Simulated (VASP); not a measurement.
Input of a VASP 6.6.1 run:

The input INCAR:

```
ALGO = Normal
EDIFF = 1E-7
EDIFFG = -0.04
ENCUT = 600
GGA = PE
IBRION = 2
ISIF = 3
ISMEAR = 0
LASPH = T
LCHARG = F
LREAL = F
LWAVE = F
NELM = 100
NSW = 90
PREC = Accurate
SIGMA = 0.1
```

The input KPOINTS:

```
k-points
0
Gamma
  6 6 6
```

File POSCAR:

```
Bi
1.0
    3.1987720606      0.0000000000      0.0000000000
    0.0000000000      3.1987720606      0.0000000000
    0.0000000000      0.0000000000      3.4769454824
Bi
1
Direct
    0.0000000000      0.0000000000      0.5000000000
```

Potentials or basis: VASP PAW PBE potentials, release 64 (Bi_d).

The run is started by

```bash
$ cat potpaw_PBE.64/Bi_d/POTCAR > POTCAR
$ mpirun -np 1 vasp_std > vasp.out
```

Problem. What does it give for the space group after relaxing (to 0.05 Å)?

Solution. Pm-3m (No. 221).

Problem. Predict the relaxed cell.

Solution. a = 3.282 Å, b = 3.282 Å, c = 3.274 Å, α = 90.00°, β = 90.00°, γ = 90.00°.

Problem. What does it give for the relaxed volume?

Solution. 35.28 Å³/atom.

Stress tensor (GPa, compression positive):
```
-0.13  0.00  0.00
 0.00 -0.13  0.00
 0.00  0.00  0.15
```
